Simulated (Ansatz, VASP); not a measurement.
## Pb: VASP beside Ansatz

Contents of INCAR:

```
PREC     = Accurate       # precision mode
ENCUT    = 600            # plane-wave cutoff, eV
EDIFF    = 1E-6           # SCF threshold, eV
ISMEAR   = 0              # smearing method
SIGMA    = 0.1            # smearing width, eV
LREAL    = F              # projectors in reciprocal space
LASPH    = T              # aspherical terms in the spheres
NELM     = 80             # most SCF steps
ALGO     = Fast           # electronic algorithm
ISIF     = 3              # what is computed and relaxed
LWAVE    = F              # write WAVECAR
LCHARG   = F              # write CHGCAR
GGA      = PS             # functional
IBRION   = 2              # ionic algorithm
NSW      = 80             # ionic steps
EDIFFG   = -0.01          # ionic threshold
```

Contents of KPOINTS:

```
regular mesh
0
Gamma
  12 12 8
```

POSCAR

```
Pb
1.0
    3.4288051523      0.0000000000      0.0000000000
   -1.7144025762      2.9694323665      0.0000000000
    0.0000000000      0.0000000000      5.6228186915
Pb
2
Direct
    0.3333333333      0.6666666667      0.2500000000
    0.6666666667      0.3333333333      0.7500000000
```

Input for Ansatz:

```yaml
crystal:
  lattice:
    - [3.4288051523, 0.0, 0.0]
    - [-1.7144025762, 2.9694323665, 0.0]
    - [0.0, 0.0, 5.6228186915]
  atoms:
    - { symbol: Pb, position: [0.3333333333, 0.6666666667, 0.25] }
    - { symbol: Pb, position: [0.6666666667, 0.3333333333, 0.75] }
basis:
  ecutwfc: 420
kpoints:
  mp_grid: { grid: [12, 12, 8] }
hamiltonian:
  xc: pbesol
scf:
  occupations: { method: gaussian, width: 0.1 }
output:
  forces: true
  stress: true
  eigenvalues: true
relax:
  adjacent_minimum: "off"
  f_tol: 0.01
  max_steps: 60
  cell: { stress_tol: 0.1 }
```

Alike in both runs: task relaxation of cell and atoms; functional PBEsol; k mesh 12 × 12 × 8; occupations gaussian, width 0.1 eV; no spin polarisation.

|  | VASP | Ansatz |
| --- | --- | --- |
| version | VASP 6.6.1 | Ansatz 0.2.0 |
| potentials or method | VASP PAW PBE potentials, release 64 (Pb_d), cutoff 600 eV | scalar-relativistic, plane waves, PAW |
| valence electrons in the cell | 28 | 28 |

|  | VASP | Ansatz | Ansatz less VASP |
| --- | --- | --- | --- |
| gap on the k mesh at the Fermi level, each at its own relaxed structure (eV) | none | none | - |
| relaxed volume (Å³/atom) | 29.92 | 29.88 | -0.043 |
| relaxed length of the cell vector where the two differ most in proportion (Å) | 5.783 | 5.777 | -0.0058 |

VASP's potentials were made for PBE, not for PBEsol. A gap of «none» marks a metal or a gap that the smearing closes.

Neither program's run includes spin-orbit coupling.
